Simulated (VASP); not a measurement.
# Se (R-3m) in VASP: single point with r2SCAN

Aim: the single point of Se with r2SCAN.

All numbers are computed with VASP 6.6.1; they aren't measurements. Logs are shortened: lines on timing, memory, paths and dates and some standing lists are left out, and cuts for length are marked.

## Step 1: The cell of the first run

The structure is trigonal, space group R-3m (No. 166). The conventional cell has a = 4.051 Å, b = 4.051 Å, c = 4.135 Å, α = 90.00°, β = 90.00°, γ = 120.00°. Se (site symmetry -3m) has 12 Se at 2.71 to 3.62 Å within 3.7 Å.

## Step 2: Single point, r2SCAN (19.59 Å³/atom)

POSCAR reads:

```
Se
1.0
    2.0255247808      1.1694372775      1.3783130904
   -2.0255247808      1.1694372775      1.3783130904
    0.0000000000     -2.3388745549      1.3783130904
Se
1
Direct
    0.0000000000      0.0000000000      0.0000000000
```

INCAR.step1 reads:

```
SYSTEM = Se
ALGO = Normal
EDIFF = 1E-4
ENCUT = 520
GGA = PE
ISMEAR = 0
LASPH = .True.
LCHARG = .False.
LREAL = .False.
LWAVE = .True.
NBANDS = 9
NELM = 60
PREC = Accurate
SIGMA = 0.1
```

INCAR.step2 reads:

```
SYSTEM = Se
ALGO = Normal
EDIFF = 1E-6
ENCUT = 520
ISIF = 2
ISMEAR = 0
ISTART = 1
LASPH = .True.
LCHARG = .False.
LMIXTAU = .True.
LREAL = .False.
LWAVE = .False.
METAGGA = R2SCAN
NBANDS = 9
NELM = 60
PREC = Accurate
SIGMA = 0.1
```

KPOINTS reads:

```
k-points
0
Gamma
  15 15 15
  0 0 0
```

Potentials or basis: VASP PAW PBE potentials, release 64 (Se).

Command:

```console
$ cat potpaw_PBE.64/Se/POTCAR > POTCAR
$ cp INCAR.step1 INCAR
$ mpirun -np 1 vasp_std > vasp.out
$ cp INCAR.step2 INCAR
$ mpirun -np 1 vasp_std > vasp.out
```

OUTCAR:

```text
SYSTEM = Se
   EDIFF = 1E-6
   ENCUT = 520
   ISIF = 2
   ISMEAR = 0
   ISTART = 1
   LASPH = .True.
   LREAL = .False.
   METAGGA = R2SCAN
   NELM = 60
   PREC = Accurate

 ion  position               nearest neighbor table
   1  0.000  0.000  0.000-

  LATTYP: Found a trigonal (rhomboedric) cell.
 ALAT       =     2.7147893397
 COS(alpha) =    -0.1133529060

  Lattice vectors:

 A1 = (   2.0255247808,   1.1694372775,   1.3783130904)
 A2 = (  -2.0255247808,   1.1694372775,   1.3783130904)
 A3 = (   0.0000000000,  -2.3388745549,   1.3783130904)

Analysis of symmetry for initial positions (statically):
=====================================================================
 Subroutine PRICEL returns:
 Original cell was already a primitive cell.

 Routine SETGRP: Setting up the symmetry group for a
 trigonal (rhombohedral) supercell.

 Subroutine GETGRP returns: Found 12 space group operations
 (whereof 12 operations were pure point group operations)
 out of a pool of 12 trial point group operations.

The static configuration has the point symmetry D_3d.

Analysis of symmetry for dynamics (positions and initial velocities):
=====================================================================
 Subroutine PRICEL returns:
 Original cell was already a primitive cell.

 Routine SETGRP: Setting up the symmetry group for a
 trigonal (rhombohedral) supercell.

 Subroutine GETGRP returns: Found 12 space group operations
 (whereof 12 operations were pure point group operations)
 out of a pool of 12 trial point group operations.

The dynamic configuration has the point symmetry D_3d.

 Subroutine INISYM returns: Found 12 space group operations
 (whereof 12 operations are pure point group operations),
 and found     1 'primitive' translations

----------------------------------------------------------------------------------------

                                     Primitive cell

  volume of cell :      19.5891

  direct lattice vectors                    reciprocal lattice vectors
     2.025524781  1.169437277  1.378313090     0.246849609  0.142518688  0.241841520
    -2.025524781  1.169437277  1.378313090    -0.246849609  0.142518688  0.241841520
     0.000000000 -2.338874555  1.378313090     0.000000000 -0.285037376  0.241841520

  length of vectors
     2.714789340  2.714789340  2.714789340     0.373809613  0.373809613  0.373809613

  position of ions in fractional coordinates (direct lattice)
     0.000000000  0.000000000  0.000000000

  ion indices of the primitive-cell ions
   primitive index   ion index
                 1           1

----------------------------------------------------------------------------------------

 KPOINTS: k-points

Automatic generation of k-mesh.
 Grid dimensions read from file:
 generate k-points for:   15   15   15

 Generating k-lattice:

  Cartesian coordinates                     Fractional coordinates (reciprocal lattice)
     0.016456641  0.009501246  0.016122768     0.066666667  0.000000000  0.000000000
    -0.016456641  0.009501246  0.016122768     0.000000000  0.066666667  0.000000000
     0.000000000 -0.019002492  0.016122768     0.000000000  0.000000000  0.066666667

  Length of vectors
     0.024920641  0.024920641  0.024920641

  Shift w.r.t. Gamma in fractional coordinates (k-lattice)
     0.000000000  0.000000000  0.000000000

 Subroutine IBZKPT returns following result:
 ===========================================

 Found    344 irreducible k-points:

 Following reciprocal coordinates:
            Coordinates               Weight
  0.000000  0.000000  0.000000      1.000000
  0.066667  0.000000  0.000000      6.000000
  0.133333  0.000000  0.000000      6.000000
  0.200000 -0.000000  0.000000      6.000000
  0.266667  0.000000  0.000000      6.000000
  0.333333  0.000000  0.000000      6.000000
[... 16 lines left out ...]
  0.133333  0.133333 -0.000000      6.000000
  0.200000  0.133333  0.000000     12.000000
 [... further k-points ...]
   k-points           NKPTS =    344   k-points in BZ     NKDIM =    344   number of bands    NBANDS=      9
   number of dos      NEDOS =    301   number of ions     NIONS =      1
   total plane-waves  NPLWV =   8000
   dimension x,y,z NGX =    20 NGY =   20 NGZ =   20
   dimension x,y,z NGXF=    40 NGYF=   40 NGZF=   40
   ions per type =               1
   NGX,Y,Z   is equivalent  to a cutoff of  12.25, 12.25, 12.25 a.u.
   NGXF,Y,Z  is equivalent  to a cutoff of  24.49, 24.49, 24.49 a.u.
 SYSTEM =  Se
   PREC   = accura    normal or accurate (medium, high low for compatibility)
   ISTART =      1    job   : 0-new  1-cont  2-samecut
   ICHARG =      0    charge: 1-file 2-atom 10-const
   ISPIN  =      1    spin polarized calculation?
   LNONCOLLINEAR =      F non collinear calculations
   LSORBIT =      F    spin-orbit coupling
   LASPH  =      T    aspherical Exc in radial PAW
   ENCUT  =  520.0 eV  38.22 Ry    6.18 a.u.   5.05  5.05  5.05*2*pi/ulx,y,z
   NELM   =     60;   NELMIN=  2; NELMDL=  0     # of ELM steps
   EDIFF  = 0.1E-05   stopping-criterion for ELM
   LREAL  =      F    real-space projection
   EDIFFG = 0.1E-04   stopping-criterion for IOM
   NSW    =      0    number of steps for IOM
   IBRION =     -1    ionic relax: 0-MD 1-quasi-New 2-CG
   NFREE  =      0    steps in history (QN), initial steepest desc. (CG)
   ISIF   =      2    stress and relaxation
   ISYM   =      2    0-nonsym 1-usesym 2-fastsym
   POTIM  = 0.5000    time-step for ionic-motion
   TEBEG  =    0.0;   TEEND  =   0.0 temperature during run
   PSTRESS=    0.0 pullay stress
   NELECT =       6.0000    total number of electrons
   NUPDOWN=      -1.0000    fix difference up-down
   EMIN   =  10.00;   EMAX   =-10.00  energy-range for DOS
   EFERMI =   0.00;   METHOD = LEGACY
   ISMEAR =     0;   SIGMA  =   0.10  broadening in eV -4-tet -1-fermi 0-gaus
   EFERMI_NEDOS =   21; number of points for ismear=-14 and -15
   IALGO  =     38    algorithm
   IMIX   =      4    mixing-type and parameters
     AMIX     =   0.40;   BMIX     =  1.00
     AMIX_MAG =   1.60;   BMIX_MAG =  1.00
  volume/ion in A,a.u.               =      19.59       132.19
  Fermi-wavevector in a.u.,A,eV,Ry     =   1.103538  2.085385 16.569128  1.217797
  Thomas-Fermi vector in A             =   2.239998
   LORBIT       =      0    0 simple, 1 ext, 2 COOP (PROOUT), +10 PAW based schemes
   METAGGA = R2SCAN    functional components
   LHFCALC =     F    Hartree Fock is set to
   AEXX    =    0.0000 exact exchange contribution
   IVDW    =     0    specifies the selected vdW correction
   LEPSILON=     F    determine dielectric tensor
   LRPA    =     F    only Hartree local field effects (RPA)
 non-spin polarized calculation
 Gauss-broadening in eV      SIGMA  =   0.10
  energy-cutoff  :      520.00
  volume of cell :       19.59
 maximum number of plane-waves:       552
   NGX = 11   NGY = 11   NGZ = 11

 number of electron       5.9999997 magnetization

 Free energy of the ion-electron system (eV)
  ---------------------------------------------------
  ext. energy  EPLUGINS =         0.00000000
  ---------------------------------------------------
  free energy    TOTEN  =       -13.97064707 eV

  energy without entropy =      -13.96924208  energy(sigma->0) =      -13.96994457

 E-fermi :   6.2023     XC(G=0): -11.1459

 val. band max:        6.1847963752   @ k =  -0.1333   0.2667   0.1333
 cond. band min:       6.2108101190   @ k =  -0.2667   0.4000   0.2000
 fundamental gap:      0.0260137438
 Fermi energy:         6.2022974789

 k-point     1 :       0.0000    0.0000    0.0000
  band No.  band energies     occupation
      1     -11.7848      2.00000
      2       7.4181      0.00000
      3       8.5738      0.00000
      4       8.5738      0.00000
      5      14.5885      0.00000
      6      14.5885      0.00000
      7      16.1588      0.00000
      8      29.0694      0.00000
      9      29.2357      0.00000

 k-point     2 :       0.0667    0.0000    0.0000
  band No.  band energies     occupation
      1     -11.7049      2.00000
      2       6.9996      0.00000
      3       8.1426      0.00000
      4       8.6209      0.00000
      5      14.6680      0.00000
      6      15.2463      0.00000
      7      16.6343      0.00000
      8      27.2245      0.00000
      9      27.6659      0.00000

 k-point     3 :       0.1333    0.0000    0.0000
  band No.  band energies     occupation
      1     -11.4684      2.00000
      2       5.3898      2.00000
      3       8.0549      0.00000
      4       8.7591      0.00000
      5      14.8962      0.00000
      6      15.9300      0.00000
      7      18.4385      0.00000
      8      25.4362      0.00000
      9      25.9035      0.00000

 k-point     4 :       0.2000   -0.0000    0.0000
  band No.  band energies     occupation
      1     -11.0856      2.00000
      2       3.4421      2.00000
      3       8.2292      0.00000
      4       8.9775      0.00000
      5      15.2403      0.00000
      6      16.4973      0.00000
      7      20.5476      0.00000
      8      24.2822      0.00000
      9      24.3416      0.00000
[... 205 lines left out ...]
 k-point    22 :      -0.0667    0.0667    0.0000
  band No.  band energies     occupation
      1     -11.6413      2.00000
      2       6.9308      0.00000
      3       7.8987      0.00000
      4       8.4769      0.00000
      5      14.9617      0.00000
      6      15.5802      0.00000
      7      16.7456      0.00000
      8      25.4470      0.00000
      9      27.2123      0.00000

 k-point    23 :       0.1333    0.1333   -0.0000
  band No.  band energies     occupation
      1     -11.0906      2.00000
      2       5.1538      2.00000
      3       5.4688      2.00000
      4       8.5742      0.00000
      5      15.8513      0.00000
      6      18.9095      0.00000
      7      19.4320      0.00000
      8      25.8399      0.00000
      9      26.1642      0.00000

 k-point    24 :       0.2000    0.1333    0.0000
  band No.  band energies     occupation
      1     -10.6815      2.00000
      2       3.3505      2.00000
      3       5.4629      2.00000
      4       8.7677      0.00000
      5      16.3148      0.00000
      6      19.6095      0.00000
      7      21.4308      0.00000
      8      24.5160      0.00000
      9      25.8297      0.00000

 [... further k-points ...]
[... 5 lines left out ...]
  --------------------------------------------------------------------------------------
  -------------------------------------------------------------------------------------
  Total        1.3078370      1.3078370      1.3177212     -0.0000000      0.0000000      0.0000000
  in kB      106.9671854    106.9671854    107.7756087     -0.0000000      0.0000000      0.0000000
  external PRESSURE =     107.2366598 kB  Pullay stress =       0.0000000 kB

 VOLUME and BASIS-vectors are now :
 -----------------------------------------------------------------------------
  energy-cutoff  :      520.00
  volume of cell :       19.59
      direct lattice vectors                 reciprocal lattice vectors
     2.025524781  1.169437277  1.378313090     0.246849609  0.142518688  0.241841520
    -2.025524781  1.169437277  1.378313090    -0.246849609  0.142518688  0.241841520
     0.000000000 -2.338874555  1.378313090     0.000000000 -0.285037376  0.241841520

 POSITION                                       TOTAL-FORCE (eV/Angst)
 -----------------------------------------------------------------------------------
      0.00000      0.00000      0.00000        -0.000000     -0.000000     -0.000000
 -----------------------------------------------------------------------------------
    total drift:                               -0.000000     -0.000000      0.000000

  FREE ENERGIE OF THE ION-ELECTRON SYSTEM (eV)
  ---------------------------------------------------
  free  energy   TOTEN  =       -13.9706470712 eV

  energy  without entropy=      -13.9692420783  energy(sigma->0) =      -13.96994457
```

Wall time 1.8 min (1 thread of Intel Xeon Platinum 8259CL at 2.50GHz (Skylake/Cascade Lake), shared host); peak memory 0.17 GiB.

Results:

```
Free energy            : -13.9706 eV
Pressure               : 10.7 GPa
Band gap on the k mesh : zero (bands 3 and 4 overlap by 6.05 eV)
```

Stress tensor (GPa, compression positive):
```
10.70  0.00  0.00
 0.00 10.70  0.00
 0.00  0.00 10.78
```

Caveat: the cell stands under pressure; the PAW data sets were made with another functional, which shifts forces and pressure a little.

The gap in the log of VASP goes by the Fermi energy; the results here count the filled bands.